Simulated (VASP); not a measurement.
# CuO (C2/c) in VASP: notebook

The runs below take CuO through single point, with PBE.

Program: VASP 6.6.1. These are calculated values, not measurements. Logs are shortened: lines on timing, memory, paths and dates and some standing lists are left out, and cuts for length are marked.

## (1) The cell of the first run

The structure is monoclinic, space group C2/c (No. 15). The conventional cell has a = 4.684 Å, b = 3.423 Å, c = 5.129 Å, α = 90.00°, β = 99.54°, γ = 90.00°. Within 2.6 Å of Cu (site symmetry -1) lie 4 O at 1.95 to 1.96 Å. Within 3.0 Å of O (site symmetry 2) lie 6 Cu at 1.95 to 2.78 Å and 6 O at 2.62 to 2.90 Å.

## (2) Single point, PBE

Input file INCAR:

```
PREC     = Accurate       # precision mode
ENCUT    = 520            # plane-wave cutoff, eV
EDIFF    = 1E-6           # SCF threshold, eV
ISMEAR   = 0              # smearing method
SIGMA    = 0.017          # smearing width, eV
LREAL    = False          # projectors in reciprocal space
LASPH    = True           # aspherical terms in the spheres
NELM     = 60             # most SCF steps
ALGO     = Normal         # electronic algorithm
ISIF     = 2              # what is computed and relaxed
LWAVE    = False          # write WAVECAR
LCHARG   = False          # write CHGCAR
GGA      = PE             # functional
NBANDS   = 25             # bands
```

Input file KPOINTS:

```
regular mesh
0
Gamma
  10 10 5
```

Input file POSCAR:

```
CuO
1.0
    2.3418500000     -1.7113000000      0.0000000000
    2.3418500000      1.7113000000      0.0000000000
   -0.8500274268      0.0000000000      5.0578693947
Cu O
2 2
Direct
    0.5000000000      0.0000000000      0.5000000000
    0.0000000000      0.5000000000      0.0000000000
    0.4184000000      0.5816000000      0.7500000000
    0.5816000000      0.4184000000      0.2500000000
```

Potentials or basis: VASP PAW PBE potentials, release 64 (Cu, O).

The run is started by

```sh
$ cat potpaw_PBE.64/Cu/POTCAR potpaw_PBE.64/O/POTCAR > POTCAR
$ mpirun -np 1 vasp_std > vasp.out
```

OUTCAR:

```text
PREC = Accurate
   ENCUT = 520
   EDIFF = 1E-6
   ISMEAR = 0
   LREAL = False
   LASPH = True
   NELM = 60
   ISIF = 2
   GGA = PE

 ion  position               nearest neighbor table
   1  0.500  0.000  0.500-   3 1.95   4 1.95   4 1.96   3 1.96
   2  0.000  0.500  0.000-   4 1.95   3 1.95   4 1.96   3 1.96
   3  0.418  0.582  0.750-   2 1.95   1 1.95   2 1.96   1 1.96
   4  0.582  0.418  0.250-   1 1.95   2 1.95   2 1.96   1 1.96

  LATTYP: Found a base centered monoclinic cell.
 ALAT       =     4.6837000000
 B/A-ratio  =     0.7307470589
 C/A-ratio  =     1.0950317057
 COS(beta)  =    -0.1657361228

  Lattice vectors:

 A1 = (   2.3418500000,  -1.7113000000,   0.0000000000)
 A2 = (   2.3418500000,   1.7113000000,   0.0000000000)
 A3 = (  -0.8500274268,   0.0000000000,   5.0578693947)

Analysis of symmetry for initial positions (statically):
=====================================================================
 Subroutine PRICEL returns:
 Original cell was already a primitive cell.

 Routine SETGRP: Setting up the symmetry group for a
 base centered monoclinic supercell.

 Subroutine GETGRP returns: Found  4 space group operations
 (whereof  2 operations were pure point group operations)
 out of a pool of  4 trial point group operations.

The static configuration has the point symmetry S_2 .
 The point group associated with its full space group is C_2h.

Analysis of symmetry for dynamics (positions and initial velocities):
=====================================================================
 Subroutine PRICEL returns:
 Original cell was already a primitive cell.

 Routine SETGRP: Setting up the symmetry group for a
 base centered monoclinic supercell.

 Subroutine GETGRP returns: Found  4 space group operations
 (whereof  2 operations were pure point group operations)
 out of a pool of  4 trial point group operations.

The dynamic configuration has the point symmetry S_2 .
 The point group associated with its full space group is C_2h.

 Subroutine INISYM returns: Found  4 space group operations
 (whereof  2 operations are pure point group operations),
 and found     1 'primitive' translations

----------------------------------------------------------------------------------------

                                     Primitive cell

  volume of cell :      40.5399

[... 91 lines left out ...]
   NELM   =     60;   NELMIN=  2; NELMDL= -5     # of ELM steps
   EDIFF  = 0.1E-05   stopping-criterion for ELM
   LREAL  =      F    real-space projection
   EDIFFG = 0.1E-04   stopping-criterion for IOM
   NSW    =      0    number of steps for IOM
   IBRION =     -1    ionic relax: 0-MD 1-quasi-New 2-CG
   NFREE  =      0    steps in history (QN), initial steepest desc. (CG)
   ISIF   =      2    stress and relaxation
   ISYM   =      2    0-nonsym 1-usesym 2-fastsym
   POTIM  = 0.5000    time-step for ionic-motion
   TEBEG  =    0.0;   TEEND  =   0.0 temperature during run
   PSTRESS=    0.0 pullay stress
   NELECT =      34.0000    total number of electrons
   NUPDOWN=      -1.0000    fix difference up-down
   EMIN   =  10.00;   EMAX   =-10.00  energy-range for DOS
   EFERMI =   0.00;   METHOD = LEGACY
   ISMEAR =     0;   SIGMA  =   0.02  broadening in eV -4-tet -1-fermi 0-gaus
   EFERMI_NEDOS =   21; number of points for ismear=-14 and -15
   IALGO  =     38    algorithm
   IMIX   =      4    mixing-type and parameters
     AMIX     =   0.40;   BMIX     =  1.00
     AMIX_MAG =   1.60;   BMIX_MAG =  1.00
  volume/ion in A,a.u.               =      10.13        68.39
  Fermi-wavevector in a.u.,A,eV,Ry     =   1.543856  2.917465 32.429379  2.383492
  Thomas-Fermi vector in A             =   2.649460
   LORBIT       =      0    0 simple, 1 ext, 2 COOP (PROOUT), +10 PAW based schemes
   GGA     = PE    functional components
   LHFCALC =     F    Hartree Fock is set to
   AEXX    =    0.0000 exact exchange contribution
   IVDW    =     0    specifies the selected vdW correction
   LEPSILON=     F    determine dielectric tensor
   LRPA    =     F    only Hartree local field effects (RPA)
 non-spin polarized calculation
 Gauss-broadening in eV      SIGMA  =   0.02
  energy-cutoff  :      520.00
  volume of cell :       40.54
 maximum number of plane-waves:      1129
 NGX is ok and might be reduce to    24
   NGX = 11   NGY = 11   NGZ = 19

 number of electron      34.0000001 magnetization

 Free energy of the ion-electron system (eV)
  ---------------------------------------------------
  ext. energy  EPLUGINS =         0.00000000
  ---------------------------------------------------
  free energy    TOTEN  =       -19.52132177 eV

  energy without entropy =      -19.52095131  energy(sigma->0) =      -19.52113654

 E-fermi :   5.7120     XC(G=0): -11.9151

 val. band max:        5.7037982329   @ k =  -0.4000   0.2000   0.4000
 cond. band min:       5.7217088642   @ k =   0.5000   0.2000   0.4000
 fundamental gap:      0.0179106314
 Fermi energy:         5.7119554357

 k-point     1 :       0.0000    0.0000    0.0000
  band No.  band energies     occupation
      1     -14.2151      2.00000
      2     -12.8888      2.00000
      3      -2.4337      2.00000
      4       0.1579      2.00000
      5       0.5540      2.00000
      6       2.4020      2.00000
[... 661 lines left out ...]
     24      19.0982      0.00000
     25      20.1580      0.00000

 [... further k-points ...]

------------------------ aborting loop because EDIFF is reached ----------------------------------------

  FORCE on cell =-STRESS in cart. coord.  units (eV):
  Direction    XX          YY          ZZ          XY          YZ          ZX
  --------------------------------------------------------------------------------------
  -------------------------------------------------------------------------------------
  Total        1.6126111      1.8357141      1.4323530      0.0000000      0.0000000     -0.3433479
  in kB       63.7319797     72.5492271     56.6079983      0.0000000      0.0000000    -13.5694474
  external PRESSURE =      64.2964017 kB  Pullay stress =       0.0000000 kB

 VOLUME and BASIS-vectors are now :
 -----------------------------------------------------------------------------
  energy-cutoff  :      520.00
  volume of cell :       40.54
      direct lattice vectors                 reciprocal lattice vectors
     2.341850000 -1.711300000  0.000000000     0.213506416 -0.292175539  0.035881968
     2.341850000  1.711300000  0.000000000     0.213506416  0.292175539  0.035881968
    -0.850027427  0.000000000  5.057869395     0.000000000  0.000000000  0.197711709

 POSITION                                       TOTAL-FORCE (eV/Angst)
 -----------------------------------------------------------------------------------
      0.74591     -0.85565      2.52893         0.000000     -0.000000      0.000000
      1.17092      0.85565      0.00000         0.000000     -0.000000      0.000000
      1.70433      0.27928      3.79340         0.000000     -0.218604      0.000000
      2.12934     -0.27928      1.26447        -0.000000      0.218604      0.000000
 -----------------------------------------------------------------------------------
    total drift:                                0.000000     -0.000000     -0.000000

  FREE ENERGIE OF THE ION-ELECTRON SYSTEM (eV)
  ---------------------------------------------------
  free  energy   TOTEN  =       -19.5213217656 eV

  energy  without entropy=      -19.5209513112  energy(sigma->0) =      -19.52113654
```

stdout:

```text
POSCAR found type information on POSCAR CuO
 POSCAR found :  2 types and       4 ions
 scaLAPACK will be used
 LDA part: xc-table for (Slater+PW92), standard interpolation
 POSCAR, INCAR and KPOINTS ok, starting setup
 FFT: planning ... GRIDC
 FFT: planning ... GRID_SOFT
 FFT: planning ... GRID
 WAVECAR not read
 entering main loop
```

Wall time 78 s (1 thread of AMD EPYC 9R45 (Zen 5), shared host); peak memory 0.22 GiB.

What came out:

```
Free energy            : -19.5213 eV
Pressure               : 6.4 GPa
Largest force          : 0.219 eV/Å
Band gap on the k mesh : zero (bands 17 and 18 overlap by 0.60 eV)
```

Forces in eV/Å, atoms in the order of the input:
```
Cu   0.000  0.000  0.000
Cu   0.000  0.000  0.000
O    0.000 -0.219  0.000
O    0.000  0.219  0.000
```

Levels at points of the mesh, in eV from the Fermi level:
| k point | band 13 | band 14 | band 15 | band 16 | band 17 | band 18 | band 19 | band 20 | band 21 | band 22 |
| --- | --- | --- | --- | --- | --- | --- | --- | --- | --- | --- |
| (0.00, 0.00, 0.00) | -2.39 | -2.22 | -2.17 | -1.66 | 0.22 | 0.95 | 1.73 | 6.06 | 8.18 | 13.40 |
| (0.50, 0.00, 0.00) | -2.05 | -1.60 | -1.51 | -1.42 | 0.01 | 0.26 | 4.89 | 6.34 | 6.97 | 11.14 |
| (0.50, 0.50, 0.00) | -2.14 | -2.13 | -1.67 | -1.22 | -0.66 | 1.08 | 3.37 | 7.13 | 8.54 | 10.06 |

Caveat: the cell stands under pressure; semilocal functionals often make such compounds metallic where correlation or magnetic order opens a gap, which also shifts bond lengths.

## (3) Single point, PBE

Input file INCAR:

```
SYSTEM = CuO
PREC = Accurate
ENCUT = 520
EDIFF = 1E-6
ISMEAR = 0
SIGMA = 0.018000000000000002
LREAL = .FALSE.
LASPH = .TRUE.
NELM = 60
ALGO = Normal
ISIF = 2
LWAVE = .FALSE.
LCHARG = .TRUE.
GGA = PE
LELF = .TRUE.
LVHAR = .TRUE.
NBANDS = 25
```

Input file KPOINTS:

```
Automatic mesh
0
G
  10 10 5
  0 0 0
```

POSCAR is that of step 2.

Potentials or basis: VASP PAW PBE potentials, release 64 (Cu, O).

The run is started by

```sh
$ cat potpaw_PBE.64/Cu/POTCAR potpaw_PBE.64/O/POTCAR > POTCAR
$ mpirun -np 1 vasp_std > vasp.out
```

OUTCAR:

```text
SYSTEM = CuO
   PREC = Accurate
   ENCUT = 520
   EDIFF = 1E-6
   ISMEAR = 0
   LREAL = .FALSE.
   LASPH = .TRUE.
   NELM = 60
   ISIF = 2
   GGA = PE

 ion  position               nearest neighbor table
   1  0.500  0.000  0.500-   3 1.95   4 1.95   4 1.96   3 1.96
   2  0.000  0.500  0.000-   4 1.95   3 1.95   4 1.96   3 1.96
   3  0.418  0.582  0.750-   2 1.95   1 1.95   2 1.96   1 1.96
   4  0.582  0.418  0.250-   1 1.95   2 1.95   2 1.96   1 1.96

  LATTYP: Found a base centered monoclinic cell.
 ALAT       =     4.6837000000
 B/A-ratio  =     0.7307470589
 C/A-ratio  =     1.0950317057
 COS(beta)  =    -0.1657361228

  Lattice vectors:

 A1 = (   2.3418500000,  -1.7113000000,   0.0000000000)
 A2 = (   2.3418500000,   1.7113000000,   0.0000000000)
 A3 = (  -0.8500274268,   0.0000000000,   5.0578693947)

Analysis of symmetry for initial positions (statically):
=====================================================================
 Subroutine PRICEL returns:
 Original cell was already a primitive cell.

 Routine SETGRP: Setting up the symmetry group for a
 base centered monoclinic supercell.

 Subroutine GETGRP returns: Found  4 space group operations
[... 175 lines left out ...]
 cond. band min:       5.7217088939   @ k =   0.5000   0.2000   0.4000
 fundamental gap:      0.0179200617
 Fermi energy:         5.7118061590

 k-point     1 :       0.0000    0.0000    0.0000
  band No.  band energies     occupation
      1     -14.2151      2.00000
      2     -12.8888      2.00000
      3      -2.4337      2.00000
      4       0.1579      2.00000
      5       0.5540      2.00000
      6       2.4020      2.00000
[... 661 lines left out ...]
     24      19.0982      0.00000
     25      20.1579      0.00000

 [... further k-points ...]

------------------------ aborting loop because EDIFF is reached ----------------------------------------

  FORCE on cell =-STRESS in cart. coord.  units (eV):
  Direction    XX          YY          ZZ          XY          YZ          ZX
  --------------------------------------------------------------------------------------
  -------------------------------------------------------------------------------------
  Total        1.6122868      1.8358731      1.4325767      0.0000000      0.0000000     -0.3428588
  in kB       63.7191621     72.5555099     56.6168413      0.0000000      0.0000000    -13.5501163
  external PRESSURE =      64.2971711 kB  Pullay stress =       0.0000000 kB

 VOLUME and BASIS-vectors are now :
 -----------------------------------------------------------------------------
  energy-cutoff  :      520.00
  volume of cell :       40.54
      direct lattice vectors                 reciprocal lattice vectors
     2.341850000 -1.711300000  0.000000000     0.213506416 -0.292175539  0.035881968
     2.341850000  1.711300000  0.000000000     0.213506416  0.292175539  0.035881968
    -0.850027427  0.000000000  5.057869395     0.000000000  0.000000000  0.197711709

 POSITION                                       TOTAL-FORCE (eV/Angst)
 -----------------------------------------------------------------------------------
      0.74591     -0.85565      2.52893         0.000000      0.000000     -0.000000
      1.17092      0.85565      0.00000         0.000000      0.000000     -0.000000
      1.70433      0.27928      3.79340        -0.000000     -0.218485     -0.000000
      2.12934     -0.27928      1.26447        -0.000000      0.218485      0.000000
 -----------------------------------------------------------------------------------
    total drift:                                0.000000     -0.000000     -0.000000

  FREE ENERGIE OF THE ION-ELECTRON SYSTEM (eV)
  ---------------------------------------------------
  free  energy   TOTEN  =       -19.5213442881 eV

  energy  without entropy=      -19.5209259215  energy(sigma->0) =      -19.52113510
```

OSZICAR:

```text
N       E                     dE             d eps       ncg     rms          rms(c)
DAV:   1     0.295677303238E+03    0.29568E+03   -0.16337E+04  7466   0.216E+03
DAV:   2     0.105707885291E+02   -0.28511E+03   -0.26256E+03  7252   0.397E+02
DAV:   3    -0.244456002917E+02   -0.35016E+02   -0.33159E+02  8647   0.154E+02
DAV:   4    -0.256142097703E+02   -0.11686E+01   -0.11629E+01  8630   0.303E+01
DAV:   5    -0.256374209865E+02   -0.23211E-01   -0.23203E-01  9182   0.378E+00    0.174E+01
DAV:   6    -0.229381090004E+02    0.26993E+01   -0.34987E+01 10069   0.149E+02    0.132E+01
DAV:   7    -0.194585906293E+02    0.34795E+01   -0.97541E+00  8545   0.114E+02    0.259E+00
DAV:   8    -0.195563245045E+02   -0.97734E-01   -0.15026E+00  7455   0.844E+00    0.161E+00
DAV:   9    -0.195255524863E+02    0.30772E-01   -0.57473E-02 12151   0.637E+00    0.496E-01
DAV:  10    -0.195218566027E+02    0.36959E-02   -0.12851E-02 10552   0.181E+00    0.320E-01
DAV:  11    -0.195212824938E+02    0.57411E-03   -0.59134E-03 10751   0.709E-01    0.489E-02
DAV:  12    -0.195213080595E+02   -0.25566E-04   -0.26744E-04  8828   0.178E-01    0.278E-02
DAV:  13    -0.195213459672E+02   -0.37908E-04   -0.48300E-05 10683   0.770E-02    0.108E-02
DAV:  14    -0.195213444016E+02    0.15656E-05   -0.82979E-07  6193   0.340E-02    0.570E-03
DAV:  15    -0.195213442881E+02    0.11353E-06   -0.30445E-06  6360   0.164E-02
   1 F= -.19521344E+02 E0= -.19521135E+02  d E =-.418367E-03
```

stdout:

```text
POSCAR found type information on POSCAR CuO
 POSCAR found :  2 types and       4 ions
 scaLAPACK will be used
 LDA part: xc-table for (Slater+PW92), standard interpolation
 POSCAR, INCAR and KPOINTS ok, starting setup
 FFT: planning ... GRIDC
 FFT: planning ... GRID_SOFT
 FFT: planning ... GRID
 WAVECAR not read
 entering main loop
```

It took 82 s on 1 thread of AMD EPYC 9R45 (Zen 5), shared host; peak memory 0.22 GiB.

What came out:

```yaml
Free_energy: -19.5213 eV
Pressure: 6.4 GPa
Largest_force: 0.218 eV/Å
Band_gap_on_the_k_mesh: zero (bands 17 and 18 overlap by 0.60 eV)
```

Forces on the atoms (eV/Å):
```
Cu   0.000  0.000  0.000
Cu   0.000  0.000  0.000
O    0.000 -0.218  0.000
O    0.000  0.218  0.000
```

Levels at points of the mesh, in eV from the Fermi level:
| k point | band 15 | band 16 | band 17 | band 18 | band 19 | band 20 |
| --- | --- | --- | --- | --- | --- | --- |
| (0.00, 0.00, 0.00) | -2.16 | -1.66 | 0.22 | 0.95 | 1.73 | 6.06 |
| (0.50, 0.00, 0.00) | -1.51 | -1.41 | 0.01 | 0.26 | 4.89 | 6.34 |
| (0.50, 0.50, 0.00) | -1.67 | -1.22 | -0.66 | 1.08 | 3.37 | 7.13 |

Caveat: the cell stands under pressure; semilocal functionals often make such compounds metallic where correlation or magnetic order opens a gap, which also shifts bond lengths.

(Part 1 of 2 ends here.)
